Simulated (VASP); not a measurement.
# C (Fd-3m) in VASP: notebook

The runs below take C through single point, with PBE.

Everything below comes from runs of VASP 6.6.1. Logs are shortened: lines on timing, memory, paths and dates and some standing lists are left out, and cuts for length are marked.

## Step 1: The cell of the first run

Symmetry: Fd-3m, No. 227, cubic system. The conventional cell has a = 3.571 Å, b = 3.571 Å, c = 3.571 Å, α = 90.00°, β = 90.00°, γ = 90.00°. C (site symmetry -43m) has 4 C at 1.55 Å within 2.1 Å.

## Step 2: Single point, PBE

Contents of INCAR:

```
SYSTEM = C
PREC = Accurate ; ENCUT = 600
EDIFF = 1E-6 ; ISMEAR = 1
SIGMA = 0.05 ; LREAL = .FALSE.
LASPH = .TRUE. ; NELM = 120
ALGO = Normal ; ISIF = 2
LWAVE = .FALSE. ; LCHARG = .FALSE.
GGA = PE ; NBANDS = 11
GGA_COMPAT = .FALSE.
```

Contents of KPOINTS:

```
regular mesh
0
G
  12 12 12
  0 0 0
```

Contents of POSCAR:

```
C
1.0
    0.0000000000      1.7857375319      1.7857375319
    1.7857375319      0.0000000000      1.7857375319
    1.7857375319      1.7857375319      0.0000000000
C
2
Direct
    0.5000000000      0.5000000000      0.5000000000
    0.7500000000      0.7500000000      0.7500000000
```

Potentials or basis: VASP PAW PBE potentials, release 64 (C).

Run with:

```
cat potpaw_PBE.64/C/POTCAR > POTCAR
mpirun -np 1 vasp_std > vasp.out
```

OUTCAR:

```text
SYSTEM = C
   PREC = Accurate
   ENCUT = 600
   EDIFF = 1E-6
   ISMEAR = 1
   LREAL = .FALSE.
   LASPH = .TRUE.
   NELM = 120
   ISIF = 2
   GGA = PE

 ion  position               nearest neighbor table
   1  0.500  0.500  0.500-   2 1.55   2 1.55   2 1.55   2 1.55
   2  0.750  0.750  0.750-   1 1.55   1 1.55   1 1.55   1 1.55

  LATTYP: Found a face centered cubic cell.
 ALAT       =     3.5714750638

  Lattice vectors:

 A1 = (   0.0000000000,   1.7857375319,   1.7857375319)
 A2 = (   1.7857375319,   0.0000000000,   1.7857375319)
 A3 = (   1.7857375319,   1.7857375319,   0.0000000000)

Analysis of symmetry for initial positions (statically):
=====================================================================
 Subroutine PRICEL returns:
 Original cell was already a primitive cell.

 Routine SETGRP: Setting up the symmetry group for a
 face centered cubic supercell.

 Subroutine GETGRP returns: Found 48 space group operations
 (whereof 24 operations were pure point group operations)
 out of a pool of 48 trial point group operations.

The static configuration has the point symmetry T_d .
 The point group associated with its full space group is O_h .

Analysis of symmetry for dynamics (positions and initial velocities):
=====================================================================
 Subroutine PRICEL returns:
 Original cell was already a primitive cell.

 Routine SETGRP: Setting up the symmetry group for a
 face centered cubic supercell.

 Subroutine GETGRP returns: Found 48 space group operations
 (whereof 24 operations were pure point group operations)
 out of a pool of 48 trial point group operations.

The dynamic configuration has the point symmetry T_d .
 The point group associated with its full space group is O_h .

 Subroutine INISYM returns: Found 48 space group operations
 (whereof 24 operations are pure point group operations),
 and found     1 'primitive' translations

----------------------------------------------------------------------------------------

                                     Primitive cell

  volume of cell :      11.3889

  direct lattice vectors                    reciprocal lattice vectors
     0.000000000  1.785737532  1.785737532    -0.279996355  0.279996355  0.279996355
     1.785737532  0.000000000  1.785737532     0.279996355 -0.279996355  0.279996355
     1.785737532  1.785737532  0.000000000     0.279996355  0.279996355 -0.279996355

  length of vectors
     2.525414236  2.525414236  2.525414236     0.484967913  0.484967913  0.484967913

  position of ions in fractional coordinates (direct lattice)
     0.500000000  0.500000000  0.500000000
     0.750000000  0.750000000  0.750000000

  ion indices of the primitive-cell ions
   primitive index   ion index
                 1           1
                 2           2

----------------------------------------------------------------------------------------

 KPOINTS: regular mesh

Automatic generation of k-mesh.
 Grid dimensions read from file:
 generate k-points for:   12   12   12

 Generating k-lattice:

  Cartesian coordinates                     Fractional coordinates (reciprocal lattice)
    -0.023333030  0.023333030  0.023333030     0.083333333  0.000000000  0.000000000
     0.023333030 -0.023333030  0.023333030     0.000000000  0.083333333  0.000000000
     0.023333030  0.023333030 -0.023333030     0.000000000  0.000000000  0.083333333

  Length of vectors
     0.040413993  0.040413993  0.040413993

  Shift w.r.t. Gamma in fractional coordinates (k-lattice)
     0.000000000  0.000000000  0.000000000

 Subroutine IBZKPT returns following result:
 ===========================================

 Found     72 irreducible k-points:

 Following reciprocal coordinates:
            Coordinates               Weight
  0.000000  0.000000  0.000000      1.000000
  0.083333  0.000000  0.000000      8.000000
  0.166667  0.000000  0.000000      8.000000
  0.250000  0.000000  0.000000      8.000000
  0.333333  0.000000  0.000000      8.000000
  0.416667  0.000000  0.000000      8.000000
[... 16 lines left out ...]
  0.500000  0.166667  0.000000     24.000000
 -0.416667  0.166667  0.000000     24.000000
 [... further k-points ...]
   k-points           NKPTS =     72   k-points in BZ     NKDIM =     72   number of bands    NBANDS=     11
   number of dos      NEDOS =    301   number of ions     NIONS =      2
   total plane-waves  NPLWV =   8000
   dimension x,y,z NGX =    20 NGY =   20 NGZ =   20
   dimension x,y,z NGXF=    40 NGYF=   40 NGZF=   40
   ions per type =               2
   NGX,Y,Z   is equivalent  to a cutoff of  13.17, 13.17, 13.17 a.u.
   NGXF,Y,Z  is equivalent  to a cutoff of  26.33, 26.33, 26.33 a.u.
 SYSTEM =  C
   PREC   = accura    normal or accurate (medium, high low for compatibility)
   ISTART =      0    job   : 0-new  1-cont  2-samecut
   ICHARG =      2    charge: 1-file 2-atom 10-const
   ISPIN  =      1    spin polarized calculation?
   LNONCOLLINEAR =      F non collinear calculations
   LSORBIT =      F    spin-orbit coupling
   LASPH  =      T    aspherical Exc in radial PAW
   ENCUT  =  600.0 eV  44.10 Ry    6.64 a.u.   5.04  5.04  5.04*2*pi/ulx,y,z
   NELM   =    120;   NELMIN=  2; NELMDL= -5     # of ELM steps
   EDIFF  = 0.1E-05   stopping-criterion for ELM
   LREAL  =      F    real-space projection
   EDIFFG = 0.1E-04   stopping-criterion for IOM
   NSW    =      0    number of steps for IOM
   IBRION =     -1    ionic relax: 0-MD 1-quasi-New 2-CG
   NFREE  =      0    steps in history (QN), initial steepest desc. (CG)
   ISIF   =      2    stress and relaxation
   ISYM   =      2    0-nonsym 1-usesym 2-fastsym
   POTIM  = 0.5000    time-step for ionic-motion
   TEBEG  =    0.0;   TEEND  =   0.0 temperature during run
   PSTRESS=    0.0 pullay stress
   NELECT =       8.0000    total number of electrons
   NUPDOWN=      -1.0000    fix difference up-down
   EMIN   =  10.00;   EMAX   =-10.00  energy-range for DOS
   EFERMI =   0.00;   METHOD = LEGACY
   ISMEAR =     1;   SIGMA  =   0.05  broadening in eV -4-tet -1-fermi 0-gaus
   EFERMI_NEDOS =   21; number of points for ismear=-14 and -15
   IALGO  =     38    algorithm
   IMIX   =      4    mixing-type and parameters
     AMIX     =   0.40;   BMIX     =  1.00
     AMIX_MAG =   1.60;   BMIX_MAG =  1.00
  volume/ion in A,a.u.               =       5.69        38.43
  Fermi-wavevector in a.u.,A,eV,Ry     =   1.455271  2.750063 28.814604  2.117814
  Thomas-Fermi vector in A             =   2.572325
   LORBIT       =      0    0 simple, 1 ext, 2 COOP (PROOUT), +10 PAW based schemes
   GGA     = PE    functional components
   LHFCALC =     F    Hartree Fock is set to
   AEXX    =    0.0000 exact exchange contribution
   IVDW    =     0    specifies the selected vdW correction
   LEPSILON=     F    determine dielectric tensor
   LRPA    =     F    only Hartree local field effects (RPA)
 non-spin polarized calculation
 Methfessel and Paxton  Order N= 1 SIGMA  =   0.05
  energy-cutoff  :      600.00
  volume of cell :       11.39
 maximum number of plane-waves:       392
   NGX =  9   NGY =  9   NGZ =  9

 number of electron       7.9999999 magnetization

 Free energy of the ion-electron system (eV)
  ---------------------------------------------------
  ext. energy  EPLUGINS =         0.00000000
  ---------------------------------------------------
  free energy    TOTEN  =       -18.19048736 eV

  energy without entropy =      -18.19049239  energy(sigma->0) =      -18.19048904

 E-fermi :   9.7131     XC(G=0): -13.2307

 val. band max:        9.6710198015   @ k =   0.0000   0.0000   0.0000
 cond. band min:      13.8154659314   @ k =   0.3333   0.3333   0.0000
 fundamental gap:      4.1444461299
 Fermi energy:         9.7131133600

 k-point     1 :       0.0000    0.0000    0.0000
  band No.  band energies     occupation
      1     -11.7520      2.00000
      2       9.6710      2.00000
      3       9.6710      2.00000
      4       9.6710      2.00000
      5      15.2503      0.00000
      6      15.2503      0.00000
      7      15.2503      0.00000
      8      22.9112      0.00000
      9      28.9152      0.00000
     10      36.1636      0.00000
     11      36.1636      0.00000

 k-point     2 :       0.0833    0.0000    0.0000
  band No.  band energies     occupation
      1     -11.5604      2.00000
      2       8.4488      2.00000
      3       9.3497      2.00000
      4       9.3497      2.00000
      5      15.6712      0.00000
      6      15.6712      0.00000
      7      15.9601      0.00000
      8      23.0787      0.00000
      9      29.2347      0.00000
     10      34.0454      0.00000
     11      34.0454      0.00000

 k-point     3 :       0.1667    0.0000    0.0000
  band No.  band energies     occupation
      1     -10.9874      2.00000
      2       5.9260      2.00000
      3       8.6521      2.00000
      4       8.6521      2.00000
      5      16.5864      0.00000
      6      16.5864      0.00000
      7      17.0391      0.00000
      8      23.5620      0.00000
      9      29.9032      0.00000
     10      32.4540      0.00000
     11      32.4540      0.00000

 k-point     4 :       0.2500    0.0000    0.0000
  band No.  band energies     occupation
      1     -10.0420      2.00000
      2       3.0986      2.00000
      3       7.9321      2.00000
      4       7.9321      2.00000
      5      17.4411      0.00000
      6      17.4411      0.00000
      7      17.7790      0.00000
      8      24.2408      0.00000
      9      30.3297      0.00000
     10      32.0366      0.00000
     11      32.0366      0.00000
[... 239 lines left out ...]
 k-point    22 :       0.4167    0.1667    0.0000
  band No.  band energies     occupation
      1      -7.5932      2.00000
      2      -0.0754      2.00000
      3       5.4128      2.00000
      4       5.6337      2.00000
      5      16.3328      0.00000
      6      20.6314      0.00000
      7      20.7339      0.00000
      8      22.3248      0.00000
      9      30.6924      0.00000
     10      32.0524      0.00000
     11      37.0196      0.00000

 k-point    23 :       0.5000    0.1667    0.0000
  band No.  band energies     occupation
      1      -6.0188      2.00000
      2      -2.3058      2.00000
      3       4.6981      2.00000
      4       5.7204      2.00000
      5      16.7544      0.00000
      6      20.3634      0.00000
      7      20.8462      0.00000
      8      23.9167      0.00000
      9      29.7606      0.00000
     10      33.4095      0.00000
     11      36.2058      0.00000

 k-point    24 :      -0.4167    0.1667    0.0000
  band No.  band energies     occupation
      1      -5.5922      2.00000
      2      -2.8183      2.00000
      3       4.2137      2.00000
      4       6.0971      2.00000
      5      17.1903      0.00000
      6      19.8753      0.00000
      7      20.8241      0.00000
      8      25.0614      0.00000
      9      29.0702      0.00000
     10      33.8131      0.00000
     11      34.1618      0.00000

 [... further k-points ...]
[... 5 lines left out ...]
  --------------------------------------------------------------------------------------
  -------------------------------------------------------------------------------------
  Total        0.0022946      0.0022946      0.0022946      0.0000000      0.0000000      0.0000000
  in kB        0.3228012      0.3228012      0.3228012      0.0000000      0.0000000      0.0000000
  external PRESSURE =       0.3228012 kB  Pullay stress =       0.0000000 kB

 VOLUME and BASIS-vectors are now :
 -----------------------------------------------------------------------------
  energy-cutoff  :      600.00
  volume of cell :       11.39
      direct lattice vectors                 reciprocal lattice vectors
     0.000000000  1.785737532  1.785737532    -0.279996355  0.279996355  0.279996355
     1.785737532  0.000000000  1.785737532     0.279996355 -0.279996355  0.279996355
     1.785737532  1.785737532  0.000000000     0.279996355  0.279996355 -0.279996355

 POSITION                                       TOTAL-FORCE (eV/Angst)
 -----------------------------------------------------------------------------------
      1.78574      1.78574      1.78574        -0.000000      0.000000      0.000000
      2.67861      2.67861      2.67861         0.000000     -0.000000     -0.000000
 -----------------------------------------------------------------------------------
    total drift:                                0.000000     -0.000000      0.000000

  FREE ENERGIE OF THE ION-ELECTRON SYSTEM (eV)
  ---------------------------------------------------
  free  energy   TOTEN  =       -18.1904873612 eV

  energy  without entropy=      -18.1904923941  energy(sigma->0) =      -18.19048904
```

Wall time 5.2 s (1 thread of Intel Xeon Platinum 8375C at 2.90GHz (Ice Lake), shared host); peak memory 0.12 GiB.

What came out:

* Free energy: -18.1905 eV
* Pressure: 0.0 GPa
* Band gap on the k mesh: 4.14 eV, indirect (least direct gap 5.58 eV)

Levels at points of the mesh, in eV from the valence-band top:
| k point | band 2 | band 3 | band 4 | band 5 | band 6 | band 7 |
| --- | --- | --- | --- | --- | --- | --- |
| (0.00, 0.00, 0.00) | 0.00 | 0.00 | 0.00 | 5.58 | 5.58 | 5.58 |
| (0.50, 0.00, 0.00) | -13.33 | -2.79 | -2.79 | 8.44 | 8.44 | 8.79 |
| (0.50, 0.50, 0.00) | -12.74 | -6.27 | -6.27 | 4.75 | 4.75 | 16.74 |

## Step 3: Single point, PBE (strained)

Contents of INCAR:

```
SYSTEM = C
ALGO     = Normal         ! electronic algorithm
EDIFF    = 1E-6           ! SCF threshold, eV
ENCUT    = 600            ! plane-wave cutoff, eV
GGA      = PE             ! functional
GGA_COMPAT= .FALSE.      
ISIF     = 2              ! what is computed and relaxed
ISMEAR   = 0              ! smearing method
LASPH    = .TRUE.         ! aspherical terms in the spheres
LCHARG   = .TRUE.         ! write CHGCAR
LELF     = .TRUE.         ! ELF
LREAL    = .FALSE.        ! projectors in reciprocal space
LVHAR    = .TRUE.       
LWAVE    = .FALSE.        ! write WAVECAR
NBANDS   = 11             ! bands
NELM     = 120            ! most SCF steps
PREC     = Accurate       ! precision mode
SIGMA    = 0.02           ! smearing width, eV
```

Contents of KPOINTS:

```
k-points
0
G
  12 12 12
  0 0 0
```

Contents of POSCAR:

```
C
1.0
    0.0000000000      1.7688652900      1.7688652900
    1.7688652900      0.0000000000      1.7688652900
    1.7688652900      1.7688652900      0.0000000000
C
2
Direct
    0.5000000000      0.5000000000      0.5000000000
    0.7500000000      0.7500000000      0.7500000000
```

Potentials or basis: VASP PAW PBE potentials, release 64 (C).

Run with:

```
cat potpaw_PBE.64/C/POTCAR > POTCAR
mpirun -np 1 vasp_std > vasp.out
```

Run time: 7.4 s. Hardware: 1 thread of Intel Xeon Platinum 8375C at 2.90GHz (Ice Lake), shared host; peak memory 0.12 GiB.

The run converged. Its results:

```yaml
Free_energy: -18.1762 eV
Pressure: 13.1 GPa
Band_gap_on_the_k_mesh: 4.21 eV, indirect (least direct gap 5.66 eV)
```

Levels at points of the mesh, in eV from the valence-band top:
```
           k point  band 1  band 2  band 3  band 4  band 5  band 6  band 7  band 8
(0.00, 0.00, 0.00)  -21.81    0.00    0.00    0.00    5.66    5.66    5.66   13.90
(0.50, 0.00, 0.00)  -15.89  -13.65   -2.86   -2.86    8.56    8.56    9.18   15.92
(0.50, 0.50, 0.00)  -12.94  -12.94   -6.45   -6.45    4.81    4.81   17.18   17.18
```

Caveat: the cell differs from its parent crystal (strained).

[end of part 1 of 2]
